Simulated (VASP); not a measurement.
# SrO (Fm-3m) in VASP: settings compared

The runs below take SrO through single point, with BLYP+D3(BJ), PBE+D3(BJ).

Program: VASP 6.6.1. These are calculated values, not measurements. Logs are shortened: lines on timing, memory, paths and dates and some standing lists are left out, and cuts for length are marked.

## (1) The cell of the first run

It takes space group Fm-3m (No. 225, cubic). Conventional cell: a = 5.107 Å, b = 5.107 Å, c = 5.107 Å, α = 90.00°, β = 90.00°, γ = 90.00°. Within 3.4 Å of Sr (site symmetry m-3m) lie 6 O at 2.55 Å. O (site symmetry m-3m) has 6 Sr at 2.55 Å within 3.4 Å.

## (2) Single point, BLYP+D3(BJ) (volume scaled by 0.98)

INCAR reads:

```
SYSTEM = SrO
  PREC = Accurate
  ENCUT = 520
  EDIFF = 1E-6
  ISMEAR = 0
  SIGMA = 0.05
  LREAL = .False.
  LASPH = .True.
  NELM = 80
  ALGO = Normal
  ISIF = 2
  LWAVE = .False.
  LCHARG = .False.
  GGA = B5
  ALDAX = 1.0
  AGGAX = 1.0
  AGGAC = 1.0
  ALDAC = 0.0
  IVDW = 12
  VDW_S6 = 1.0
  VDW_S8 = 2.6996
  VDW_A1 = 0.4298
  VDW_A2 = 4.2359
  NBANDS = 15
```

KPOINTS reads:

```
Automatic mesh
0
Gamma
  8 8 8
  0 0 0
```

POSCAR reads:

```
SrO
1.0
    0.0000000000      2.5533398670      2.5533398670
    2.5533398670      0.0000000000      2.5533398670
    2.5533398670      2.5533398670      0.0000000000
Sr O
1 1
Direct
    0.5000000000      0.5000000000      0.5000000000
    0.0000000000      0.0000000000      0.0000000000
```

Potentials or basis: VASP PAW PBE potentials, release 64 (Sr_sv, O).

Started as:

```console
$ cat potpaw_PBE.64/Sr_sv/POTCAR potpaw_PBE.64/O/POTCAR > POTCAR
$ mpirun -np 1 vasp_std > vasp.out
```

OUTCAR:

```text
SYSTEM = SrO
   PREC = Accurate
   ENCUT = 520
   EDIFF = 1E-6
   ISMEAR = 0
   LREAL = .False.
   LASPH = .True.
   NELM = 80
   ISIF = 2
   GGA = B5
   IVDW = 12
 IVDW          = 12

 ion  position               nearest neighbor table
   1  0.500  0.500  0.500-   2 2.55   2 2.55   2 2.55   2 2.55   2 2.55   2 2.55
   2  0.000  0.000  0.000-   1 2.55   1 2.55   1 2.55   1 2.55   1 2.55   1 2.55

  LATTYP: Found a face centered cubic cell.
 ALAT       =     5.1066797340

  Lattice vectors:

 A1 = (   0.0000000000,   2.5533398670,   2.5533398670)
 A2 = (   2.5533398670,   0.0000000000,   2.5533398670)
 A3 = (   2.5533398670,   2.5533398670,   0.0000000000)

Analysis of symmetry for initial positions (statically):
=====================================================================
 Subroutine PRICEL returns:
 Original cell was already a primitive cell.

 Routine SETGRP: Setting up the symmetry group for a
 face centered cubic supercell.

 Subroutine GETGRP returns: Found 48 space group operations
 (whereof 48 operations were pure point group operations)
 out of a pool of 48 trial point group operations.

The static configuration has the point symmetry O_h .

Analysis of symmetry for dynamics (positions and initial velocities):
=====================================================================
 Subroutine PRICEL returns:
 Original cell was already a primitive cell.

 Routine SETGRP: Setting up the symmetry group for a
 face centered cubic supercell.

 Subroutine GETGRP returns: Found 48 space group operations
 (whereof 48 operations were pure point group operations)
 out of a pool of 48 trial point group operations.

The dynamic configuration has the point symmetry O_h .

 Subroutine INISYM returns: Found 48 space group operations
 (whereof 48 operations are pure point group operations),
 and found     1 'primitive' translations

----------------------------------------------------------------------------------------

                                     Primitive cell

  volume of cell :      33.2932

  direct lattice vectors                    reciprocal lattice vectors
     0.000000000  2.553339867  2.553339867    -0.195821953  0.195821953  0.195821953
     2.553339867  0.000000000  2.553339867     0.195821953 -0.195821953  0.195821953
     2.553339867  2.553339867  0.000000000     0.195821953  0.195821953 -0.195821953

  length of vectors
     3.610967869  3.610967869  3.610967869     0.339173572  0.339173572  0.339173572

  position of ions in fractional coordinates (direct lattice)
     0.500000000  0.500000000  0.500000000
     0.000000000  0.000000000  0.000000000

  ion indices of the primitive-cell ions
[... 88 lines left out ...]
   EMIN   =  10.00;   EMAX   =-10.00  energy-range for DOS
   EFERMI =   0.00;   METHOD = LEGACY
   ISMEAR =     0;   SIGMA  =   0.05  broadening in eV -4-tet -1-fermi 0-gaus
   EFERMI_NEDOS =   21; number of points for ismear=-14 and -15
   IALGO  =     38    algorithm
   IMIX   =      4    mixing-type and parameters
     AMIX     =   0.40;   BMIX     =  1.00
     AMIX_MAG =   1.60;   BMIX_MAG =  1.00
  volume/ion in A,a.u.               =      16.65       112.34
  Fermi-wavevector in a.u.,A,eV,Ry     =   1.282319  2.423232 22.372644  1.644343
  Thomas-Fermi vector in A             =   2.414638
   LORBIT       =      0    0 simple, 1 ext, 2 COOP (PROOUT), +10 PAW based schemes
   GGA     = B5    functional components
   LHFCALC =     F    Hartree Fock is set to
   AEXX    =    0.0000 exact exchange contribution
   IVDW    =    12    specifies the selected vdW correction
   LEPSILON=     F    determine dielectric tensor
   LRPA    =     F    only Hartree local field effects (RPA)
 non-spin polarized calculation
 Gauss-broadening in eV      SIGMA  =   0.05
  energy-cutoff  :      520.00
  volume of cell :       33.29
 maximum number of plane-waves:       934
   NGX = 13   NGY = 13   NGZ = 13

 number of electron      15.9999995 magnetization

 Free energy of the ion-electron system (eV)
  ---------------------------------------------------
  ext. energy  EPLUGINS =         0.00000000
  ---------------------------------------------------
  free energy    TOTEN  =       -11.42432168 eV

  energy without entropy =      -11.42432168  energy(sigma->0) =      -11.42432168

 E-fermi :   2.3489     XC(G=0):  -9.6572

 val. band max:        2.1195192155   @ k =   0.0000   0.0000   0.0000
 cond. band min:       5.5023157601   @ k =   0.5000   0.5000   0.0000
 fundamental gap:      3.3827965446
 Fermi energy:         2.3488794034

 k-point     1 :       0.0000    0.0000    0.0000
  band No.  band energies     occupation
      1     -30.2285      2.00000
      2     -12.8978      2.00000
      3     -11.8825      2.00000
      4     -11.8825      2.00000
      5     -11.8825      2.00000
      6       2.1195      2.00000
      7       2.1195      2.00000
      8       2.1195      2.00000
      9       6.4980      0.00000
     10       8.3823      0.00000
     11       8.3823      0.00000
     12       8.3823      0.00000
     13      10.5889      0.00000
     14      10.5889      0.00000
[... 401 lines left out ...]
      2     -14.1951      2.00000
      3     -12.2884      2.00000
      4     -12.1208      2.00000
      5     -10.9784      2.00000
      6       0.5601      2.00000
      7       1.2475      2.00000
      8       1.3381      2.00000
      9       8.6597      0.00000
     10       9.0588      0.00000
     11      11.6334      0.00000
     12      11.6982      0.00000
     13      13.8424      0.00000
     14      15.3385      0.00000
     15      15.7682      0.00000

 [... further k-points ...]

------------------------ aborting loop because EDIFF is reached ----------------------------------------

 Edisp (eV)   -1.19837

 E8    (eV) :    -0.9247

  FORCE on cell =-STRESS in cart. coord.  units (eV):
  Direction    XX          YY          ZZ          XY          YZ          ZX
  --------------------------------------------------------------------------------------
  -------------------------------------------------------------------------------------
  Total       0.54879     0.54879     0.54879     0.00000     0.00000    -0.00000
  in kB      26.40939    26.40939    26.40939     0.00000     0.00000    -0.00000
  external pressure =       26.41 kB  Pullay stress =        0.00 kB

 VOLUME and BASIS-vectors are now :
 -----------------------------------------------------------------------------
  energy-cutoff  :      520.00
  volume of cell :       33.29
      direct lattice vectors                 reciprocal lattice vectors
     0.000000000  2.553339867  2.553339867    -0.195821953  0.195821953  0.195821953
     2.553339867  0.000000000  2.553339867     0.195821953 -0.195821953  0.195821953
     2.553339867  2.553339867  0.000000000     0.195821953  0.195821953 -0.195821953

 POSITION                                       TOTAL-FORCE (eV/Angst)
 -----------------------------------------------------------------------------------
      2.55334      2.55334      2.55334         0.000000      0.000000      0.000000
      0.00000      0.00000      0.00000         0.000000      0.000000     -0.000000
 -----------------------------------------------------------------------------------
    total drift:                                0.000000      0.000000      0.000000

  FREE ENERGIE OF THE ION-ELECTRON SYSTEM (eV)
  ---------------------------------------------------
  free  energy   TOTEN  =       -12.6226885339 eV

  energy  without entropy=      -12.6226885339  energy(sigma->0) =      -12.62268853
```

OSZICAR:

```text
N       E                     dE             d eps       ncg     rms          rms(c)
DAV:   1     0.596036992768E+02    0.59604E+02   -0.79938E+03   870   0.101E+03
DAV:   2    -0.108135102864E+02   -0.70417E+02   -0.65118E+02  1223   0.212E+02
DAV:   3    -0.140257298868E+02   -0.32122E+01   -0.32000E+01  1286   0.390E+01
DAV:   4    -0.140745944817E+02   -0.48865E-01   -0.48859E-01  1074   0.395E+00
DAV:   5    -0.140748634389E+02   -0.26896E-03   -0.26896E-03  1098   0.266E-01    0.168E+01
DAV:   6    -0.115933870368E+02    0.24815E+01   -0.80214E+00   891   0.213E+01    0.207E+01
DAV:   7    -0.114478562501E+02    0.14553E+00   -0.30777E-01  1038   0.487E+00    0.119E+01
DAV:   8    -0.114225684937E+02    0.25288E-01   -0.13046E-01  1052   0.338E+00    0.658E-01
DAV:   9    -0.114240025999E+02   -0.14341E-02   -0.71723E-03  1145   0.493E-01    0.219E-01
DAV:  10    -0.114241660871E+02   -0.16349E-03   -0.28058E-04   940   0.175E-01    0.126E-01
DAV:  11    -0.114243129994E+02   -0.14691E-03   -0.14565E-04   947   0.955E-02    0.277E-02
DAV:  12    -0.114243232992E+02   -0.10300E-04   -0.16532E-05  1038   0.346E-02    0.178E-02
DAV:  13    -0.114243214426E+02    0.18566E-05   -0.59879E-06  1059   0.203E-02    0.296E-03
DAV:  14    -0.114243216835E+02   -0.24090E-06   -0.38555E-07   568   0.508E-03
   1 F= -.12622689E+02 E0= -.12622689E+02  d E =-.120108E-12
```

It took 35 s on 1 thread of AMD EPYC 7R43 (Zen 3), shared host; peak memory 0.14 GiB.

Results:

| Quantity | Value |
| --- | --- |
| Free energy | -12.6227 eV |
| Pressure | 2.6 GPa |
| Band gap on the k mesh | 3.38 eV, indirect (least direct gap 3.45 eV) |
| Dispersion energy per atom | -0.599 eV |

Levels at points of the mesh, in eV from the valence-band top:
```
           k point  band 4  band 5  band 6  band 7  band 8  band 9  band 10  band 11  band 12  band 13
(0.00, 0.00, 0.00)  -14.00  -14.00    0.00    0.00    0.00    4.38     6.26     6.26     6.26     8.47
(0.50, 0.00, 0.00)  -14.09  -12.72   -2.15   -1.17   -1.17    6.73     8.93     8.93     8.94    12.05
(0.50, 0.50, 0.00)  -14.39  -14.39   -0.37   -0.07   -0.07    3.38     8.00    10.27    10.87    11.15
```

Caveat: the PAW data sets were made with another functional, which shifts forces and pressure a little. A k mesh can miss the band edges.

(Continued in part 2 of 2.)
